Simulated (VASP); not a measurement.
# RbBr (P2_1/m) in VASP: further runs, part 2 of 2

VASP 6.6.1.

## (3) Relaxation of cell and atoms, PBE

INCAR

```
SYSTEM = RbBr
PREC = Accurate
ENCUT = 600
EDIFF = 1E-6
ISMEAR = 0
SIGMA = 0.1
LREAL = .False.
LASPH = .True.
NELM = 60
ALGO = Normal
ISIF = 3
LWAVE = .False.
LCHARG = .False.
GGA = PE
IBRION = 2
NSW = 90
EDIFFG = -0.04
```

KPOINTS

```
Automatic mesh
0
Gamma
  4 4 4
  0 0 0
```

POSCAR

```
RbBr
1.0
    4.9206663500      0.0000000000      0.0000000000
    0.0000000000      4.8567156800      0.0000000000
   -0.4625391400      0.0000000000      6.7298814900
Rb Br
2 2
Direct
    0.3159103200      0.2500000000      0.2526559500
    0.6840896800      0.7500000000      0.7473440500
    0.2521780100      0.2500000000      0.7674582200
    0.7478219900      0.7500000000      0.2325417800
```

Potentials or basis: VASP PAW PBE potentials, release 64 (Rb_sv, Br).

The run is started by

```
> cat potpaw_PBE.64/Rb_sv/POTCAR potpaw_PBE.64/Br/POTCAR > POTCAR
> mpirun -np 1 vasp_std > vasp.out
```

OUTCAR:

```text
SYSTEM = RbBr
   PREC = Accurate
   ENCUT = 600
   EDIFF = 1E-6
   ISMEAR = 0
   LREAL = .False.
   LASPH = .True.
   NELM = 60
   ISIF = 3
   GGA = PE
   IBRION = 2
   NSW = 90
   EDIFFG = -0.04

 ion  position               nearest neighbor table
   1  0.316  0.250  0.253-   4 3.24   4 3.24   3 3.27   3 3.51   4 3.70   4 3.70   2 4.41   2 4.41
                             2 4.65   2 4.65   2 5.07   2 5.07   2 5.30   2 5.30
   2  0.684  0.750  0.747-   3 3.24   3 3.24   4 3.27   4 3.51   3 3.70   3 3.70   1 4.41   1 4.41
                             1 4.65   1 4.65   1 5.07   1 5.07   1 5.30   1 5.30
   3  0.252  0.250  0.767-   2 3.24   2 3.24   1 3.27   1 3.51   2 3.70   2 3.70
   4  0.748  0.750  0.233-   1 3.24   1 3.24   2 3.27   2 3.51   1 3.70   1 3.70

  LATTYP: Found a simple monoclinic cell.
 ALAT       =     4.9206663500
 B/A-ratio  =     0.9870036565
 C/A-ratio  =     1.3709032981
 COS(beta)  =    -0.0685674106

  Lattice vectors:

 A1 = (   4.9206663500,   0.0000000000,   0.0000000000)
 A2 = (   0.0000000000,   4.8567156800,   0.0000000000)
 A3 = (  -0.4625391400,   0.0000000000,   6.7298814900)

Analysis of symmetry for initial positions (statically):
=====================================================================
 Subroutine PRICEL returns:
 Original cell was already a primitive cell.

 Routine SETGRP: Setting up the symmetry group for a
 simple monoclinic supercell.

 Subroutine GETGRP returns: Found  4 space group operations
 (whereof  2 operations were pure point group operations)
 out of a pool of  4 trial point group operations.

The static configuration has the point symmetry S_2 .
 The point group associated with its full space group is C_2h.

Analysis of symmetry for dynamics (positions and initial velocities):
=====================================================================
 Subroutine PRICEL returns:
 Original cell was already a primitive cell.

 Routine SETGRP: Setting up the symmetry group for a
[... 153 lines left out ...]

 Free energy of the ion-electron system (eV)
  ---------------------------------------------------
  ext. energy  EPLUGINS =         0.00000000
  ---------------------------------------------------
  free energy    TOTEN  =       -11.99858286 eV

  energy without entropy =      -11.99858286  energy(sigma->0) =      -11.99858286

------------------------ aborting loop because EDIFF is reached ----------------------------------------

  FORCE on cell =-STRESS in cart. coord.  units (eV):
  Direction    XX          YY          ZZ          XY          YZ          ZX
  --------------------------------------------------------------------------------------
  -------------------------------------------------------------------------------------
  Total        1.1329939      1.9195798      1.8520251      0.0000000      0.0000000      0.1871194
  in kB       11.2866262     19.1224153     18.4494508      0.0000000      0.0000000      1.8640406
  external PRESSURE =      16.2861641 kB  Pullay stress =       0.0000000 kB
[... 95 lines left out ...]
  FREE ENERGIE OF THE ION-ELECTRON SYSTEM (eV)
  ---------------------------------------------------
  free  energy   TOTEN  =       -12.1341703771 eV

  energy  without entropy=      -12.1341703771  energy(sigma->0) =      -12.13417038

[... ionic steps 4 to 14 ...]

--------------------------------------- Ionic step       15  -------------------------------------------

 number of electron      32.0000001 magnetization

------------------------ aborting loop because EDIFF is reached ----------------------------------------
[... 71 lines left out ...]
--------------------------------------- Ionic step       17  -------------------------------------------

 number of electron      32.0000002 magnetization

 Free energy of the ion-electron system (eV)
  ---------------------------------------------------
  ext. energy  EPLUGINS =         0.00000000
  ---------------------------------------------------
  free energy    TOTEN  =       -12.22931050 eV

  energy without entropy =      -12.22931050  energy(sigma->0) =      -12.22931050

 E-fermi :  -1.5064     XC(G=0):  -6.9722

 val. band max:       -1.9862540843   @ k =   0.0000   0.0000   0.0000
 cond. band min:       2.2035175171   @ k =   0.0000   0.0000   0.0000
 fundamental gap:      4.1897716013
 Fermi energy:        -1.5064069484

 k-point     1 :       0.0000    0.0000    0.0000
  band No.  band energies     occupation
      1     -26.5541      2.00000
      2     -26.5457      2.00000
      3     -14.1111      2.00000
      4     -14.0657      2.00000
      5     -10.7645      2.00000
      6     -10.6803      2.00000
[... 541 lines left out ...]
     19       5.4506      0.00000
     20       5.4977      0.00000

 [... further k-points ...]

------------------------ aborting loop because EDIFF is reached ----------------------------------------

  FORCE on cell =-STRESS in cart. coord.  units (eV):
  Direction    XX          YY          ZZ          XY          YZ          ZX
  --------------------------------------------------------------------------------------
  -------------------------------------------------------------------------------------
  Total        0.0392186      0.0946496      0.0564205      0.0000000      0.0000000      0.0493667
  in kB        0.3649818      0.8808423      0.5250691      0.0000000      0.0000000      0.4594236
  external PRESSURE =       0.5902977 kB  Pullay stress =       0.0000000 kB
[... 19 lines left out ...]
  FREE ENERGIE OF THE ION-ELECTRON SYSTEM (eV)
  ---------------------------------------------------
  free  energy   TOTEN  =       -12.2293105014 eV

  energy  without entropy=      -12.2293105014  energy(sigma->0) =      -12.22931050

 reached required accuracy - stopping structural energy minimisation
```

OSZICAR:

```text
N       E                     dE             d eps       ncg     rms          rms(c)
DAV:   1     0.239097325740E+03    0.23910E+03   -0.14558E+04  1200   0.149E+03
[... 164 lines left out ...]
       N       E                     dE             d eps       ncg     rms          rms(c)
DAV:   1    -0.122309434955E+02   -0.25173E-02   -0.95150E-01  1212   0.525E+00    0.425E-01
DAV:   2    -0.122305267340E+02    0.41676E-03   -0.40561E-02  1300   0.116E+00    0.194E-01
DAV:   3    -0.122295213429E+02    0.10054E-02   -0.19696E-03  1352   0.255E-01    0.101E-01
DAV:   4    -0.122293085019E+02    0.21284E-03   -0.75343E-04  1632   0.143E-01    0.347E-02
DAV:   5    -0.122293106620E+02   -0.21602E-05   -0.35576E-05  1808   0.326E-02    0.134E-02
DAV:   6    -0.122293105014E+02    0.16060E-06   -0.64153E-06  1664   0.159E-02
  17 F= -.12229311E+02 E0= -.12229311E+02  d E =-.884520E-03
```

CONTCAR:

```text
RbBr
   1.00000000000000
     4.9665215264002542    0.0000000000000000    0.1378762669674413
     0.0000000000000000    4.9419361006214624    0.0000000000000000
    -0.2710459520008439    0.0000000000000000    7.0067301122237504
  Rb              Br
     2     2
Direct
     0.2561879925117592    0.2500000000000000    0.2477222767739711
     0.7438120074882406    0.7500000000000000    0.7522777232260288
     0.2462937134977700    0.2500000000000000    0.7492461283195883
     0.7537062865022300    0.7500000000000000    0.2507538716804116

  0.00000000E+00  0.00000000E+00  0.00000000E+00
  0.00000000E+00  0.00000000E+00  0.00000000E+00
  0.00000000E+00  0.00000000E+00  0.00000000E+00
  0.00000000E+00  0.00000000E+00  0.00000000E+00
```

Run time: 21 min. Hardware: 1 thread of Oxide Virtual Turin-like, shared host; peak memory 0.33 GiB.

What came out:

| Item | Value |
| --- | --- |
| Free energy | -12.2293 eV |
| Relaxed volume | 43.04 Å³/atom |
| Relaxed cell | a = 4.968 Å, b = 4.942 Å, c = 7.012 Å, α = 90.00°, β = 90.63°, γ = 90.00° |
| Space group after relaxing (to 0.1 Å) | P2_1/m (No. 11) |
| Energy gained by relaxing | 57.7 meV/atom |
| Ionic steps | 17 |
| Pressure after relaxing | 0.1 GPa |
| Largest force after relaxing | 0.030 eV/Å |
| Band gap on the k mesh | 4.19 eV |

Forces on the atoms (eV/Å):
```
Rb  -0.021  0.000  0.022
Rb   0.021  0.000 -0.022
Br  -0.004  0.000  0.000
Br   0.004  0.000  0.000
```

The path:
| step | energy change (eV) | largest force (eV/Å) | pressure (GPa) | volume (Å³) |
| --- | --- | --- | --- | --- |
| 1 | 0.0000 | 0.4784 | 1.63 | 160.83 |
| 2 | -0.1029 | 0.3259 | 0.54 | 170.53 |
| 3 | -0.1356 | 0.2060 | -0.40 | 183.07 |
| 4 | -0.1363 | 0.2172 | -0.31 | 181.50 |
| 5 | -0.1525 | 0.2073 | -0.27 | 180.09 |
| 6 | -0.1909 | 0.1674 | -0.12 | 175.85 |
| 7 | -0.2075 | 0.0610 | 0.40 | 167.33 |
| 8 | -0.2122 | 0.0952 | 0.19 | 170.17 |
| 9 | -0.2186 | 0.0642 | -0.01 | 172.88 |
| 10 | -0.2197 | 0.0481 | -0.11 | 174.48 |
| 11 | -0.2231 | 0.0460 | -0.03 | 173.29 |
| 12 | -0.2243 | 0.0641 | 0.08 | 171.85 |
| 13 | -0.2261 | 0.0603 | 0.00 | 173.08 |
| 14 | -0.2265 | 0.0574 | -0.06 | 173.90 |
| 15 | -0.2287 | 0.0406 | 0.00 | 172.97 |
| 16 | -0.2298 | 0.0272 | 0.13 | 171.30 |
| 17 | -0.2307 | 0.0303 | 0.06 | 172.16 |

Final structure:
```cif
data_structure
_symmetry_space_group_name_H-M 'P 1'
_symmetry_Int_Tables_number 1
_cell_length_a 4.9684
_cell_length_b 4.9419
_cell_length_c 7.0120
_cell_angle_alpha 90.000
_cell_angle_beta 90.625
_cell_angle_gamma 90.000
_cell_volume 172.16
loop_
_atom_site_label
_atom_site_type_symbol
_atom_site_fract_x
_atom_site_fract_y
_atom_site_fract_z
_atom_site_occupancy
Rb1 Rb 0.25619 0.25000 0.24772 1
Rb2 Rb 0.74381 0.75000 0.75228 1
Br1 Br 0.24629 0.25000 0.74925 1
Br2 Br 0.75371 0.75000 0.25075 1
```

Levels at points of the mesh, in eV from the valence-band top:
| k point | band 14 | band 15 | band 16 | band 17 | band 18 | band 19 |
| --- | --- | --- | --- | --- | --- | --- |
| (0.00, 0.00, 0.00) | -0.02 | 0.00 | 0.00 | 4.19 | 5.66 | 6.87 |
| (0.50, 0.00, 0.00) | -0.28 | -0.26 | -0.22 | 6.48 | 6.49 | 7.07 |
| (0.00, 0.50, 0.00) | -0.30 | -0.24 | -0.24 | 6.50 | 6.50 | 7.07 |
| (0.50, 0.50, 0.00) | -0.17 | -0.15 | -0.15 | 5.66 | 5.66 | 6.87 |
| (0.00, 0.00, 0.50) | -0.10 | -0.10 | -0.09 | 5.48 | 5.50 | 6.25 |
| (0.50, 0.00, 0.50) | -0.30 | -0.29 | -0.29 | 6.63 | 6.63 | 7.44 |
| (0.00, 0.50, 0.50) | -0.32 | -0.30 | -0.30 | 6.63 | 6.63 | 7.48 |
| (0.50, 0.50, 0.50) | -0.34 | -0.33 | -0.33 | 6.97 | 6.97 | 7.03 |

A k mesh can miss the band edges.
